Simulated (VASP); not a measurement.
The system is KTaO3.

```
K Ta O
1.0
     4.02438    0.00000    0.00000
     0.00000    4.02438    0.00000
     0.00000    0.00000    4.02438
K Ta O
1 1 3
Cartesian
  2.0122 2.0122 2.0122
  0.0000 0.0000 0.0000
  2.0122 0.0000 0.0000
  0.0000 2.0122 0.0000
  0.0000 0.0000 2.0122
```

```yaml
Program: VASP 6.6.1
Task: relaxation of cell and atoms
Functional: r2SCAN
Potentials_or_basis: VASP PAW PBE potentials, release 64 (K_sv, Ta_pv, O)
Cutoff: 600 eV
k_mesh: 6 × 6 × 6
Occupations: fermi-dirac, width 0.02 eV
Spin: no spin polarisation
```

At the start: pressure -4.4 GPa; volume 13.04 Å³/atom.

Where does the relaxation end?

Over 3 steps the energy falls by 4.1 meV/atom and the volume is 12.75 Å³/atom (-2.2 %); space group Pm-3m (No. 221, to 0.05 Å).

Step by step:
```
step  energy change (eV)  largest force (eV/Å)  pressure (GPa)  volume (Å³)
   1              0.0000                0.0000           -4.43        65.18
   2              0.0192                0.0000            6.83        61.83
   3             -0.0203                0.0000           -0.03        63.75
```

Final structure:
```xyz
5
Lattice="3.9948 0.0000 0.0000 0.0000 3.9948 0.0000 0.0000 0.0000 3.9948" Properties=species:S:1:pos:R:3 pbc="T T T"
K     1.9974    1.9974    1.9974
Ta    0.0000    0.0000    0.0000
O     1.9974    0.0000    0.0000
O     0.0000    1.9974    0.0000
O     0.0000    0.0000    1.9974
```

Caveat: the PAW data sets were made with another functional, which shifts forces and pressure a little.
